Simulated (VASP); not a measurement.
**TePb: single point with PBEsol**

TePb:

```
Pb Te
1.0
     0.00000    3.16504    3.16504
     3.16504    0.00000    3.16504
     3.16504    3.16504    0.00000
Pb Te
1 1
Direct
  0.00000 0.00000 0.00000
  0.50000 0.50000 0.50000
```

```json
{"Program": "VASP 6.6.1", "Task": "single point", "Functional": "PBEsol", "Potentials or basis": "VASP PAW PBE potentials, release 64 (Pb_d, Te)", "Cutoff": "500 eV", "k mesh": "7 × 7 × 7", "Occupations": "fermi-dirac, width 0.05 eV", "Spin": "non-collinear spin, zero start, spin-orbit coupling", "Starting moments": "[[0.0, 0.0, 0.0], [0.0, 0.0, 0.0]] μB"}
```

```yaml
Pressure: 2.4 GPa
Net_moment: 0.00 μB per cell
Valence_electrons_inside_the_program's_atomic_spheres: Pb 11.92; Te 3.39
```

Moments on the atoms (μB; x, y, z):
```
Pb  0.00 0.00 0.00
Te  0.00 0.00 0.00
```

Wall time 65 s on 1 thread of Intel(R) Xeon(R) 6975P-C (Granite Rapids), with other jobs on the host, peak memory 0.4 GiB.

Caveat: the PAW data sets were made with another functional, which shifts forces and pressure a little.
